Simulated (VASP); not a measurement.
Input of a VASP 6.6.1 run:

File INCAR:

```
SYSTEM = MgO
PREC     = Accurate       ! precision mode
ENCUT    = 600            ! plane-wave cutoff, eV
EDIFF    = 1E-7           ! SCF threshold, eV
ISMEAR   = -1             ! smearing method
SIGMA    = 0.05           ! smearing width, eV
LREAL    = .False.        ! projectors in reciprocal space
LASPH    = .True.         ! aspherical terms in the spheres
NELM     = 60             ! most SCF steps
ALGO     = Normal         ! electronic algorithm
ISIF     = 3              ! what is computed and relaxed
LWAVE    = .False.        ! write WAVECAR
LCHARG   = .False.        ! write CHGCAR
GGA      = PE             ! functional
IBRION   = 2              ! ionic algorithm
NSW      = 60             ! ionic steps
EDIFFG   = -0.005         ! ionic threshold
PSTRESS  = 130.0
```

Contents of KPOINTS:

```
regular mesh
0
Gamma
  16 16 16
  0 0 0
```

POSCAR

```
MgO
1.0
    0.0000000000      2.0761092333      2.0761092333
    2.0761092333      0.0000000000      2.0761092333
    2.0761092333      2.0761092333      0.0000000000
Mg O
1 1
Direct
    0.0000000000      0.0000000000      0.0000000000
    0.5000000000      0.5000000000      0.5000000000
```

Potentials or basis: VASP PAW PBE potentials, release 64 (Mg, O).

Command:

```console
$ cat potpaw_PBE.64/Mg/POTCAR potpaw_PBE.64/O/POTCAR > POTCAR
$ mpirun -np 1 vasp_std > vasp.out
```

Problem. What does it give for the space group after relaxing (to 0.05 Å)?

Solution. Fm-3m (No. 225).

Problem. What does it give for the relaxed volume?

Solution. 8.89 Å³/atom.

Step by step:
| step | energy change (eV) | largest force (eV/Å) | pressure (GPa) | volume (Å³) |
| --- | --- | --- | --- | --- |
| 1 | 0.0000 | 0.0000 | 11.55 | 17.90 |
| 2 | 0.0167 | 0.0000 | 13.96 | 17.69 |
| 3 | 0.0097 | 0.0000 | 13.00 | 17.77 |

Caveat: the cell is relaxed towards a set pressure, so the enthalpy falls and the energy may rise.
